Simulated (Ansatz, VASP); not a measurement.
One calculation of La3HfO, two programs

```
CELL_PARAMETERS angstrom
5.82445 0.00000 0.00000
-2.91222 5.04412 0.00000
0.00000 0.00000 4.97673
ATOMIC_POSITIONS crystal
La 0.50000 0.00000 0.00000
La 0.00000 0.50000 0.00000
La 0.50000 0.50000 0.00000
Hf 0.00000 0.00000 0.50000
O 0.00000 0.00000 0.00000
```

Alike in both runs: task single point; functional PBE; k mesh 6 × 6 × 4; occupations gaussian, width 0.1 eV; no spin polarisation.

```csv
,VASP,Ansatz
version,VASP 6.6.1,Ansatz 0.2.0
potentials or method,"VASP PAW PBE potentials, release 64 (La, Hf_pv, O), cutoff 520 eV","scalar-relativistic, plane waves, PAW"
valence electrons in the cell,49,65
```

```tsv
	VASP	Ansatz	Ansatz less VASP
gap on the k mesh at the Fermi level (eV)	none	none	-
pressure (GPa)	-0.7	-0.5	+0.16
traceless stress, the component that is largest in VASP (GPa)	-18.17	-18.04	+0.130
```

A gap of «none» marks a metal or a gap that the smearing closes. VASP's potentials hold 49 valence electrons a cell and Ansatz's 65, so a difference there can come from the potentials and not from the codes.

Spin-orbit coupling is off throughout.
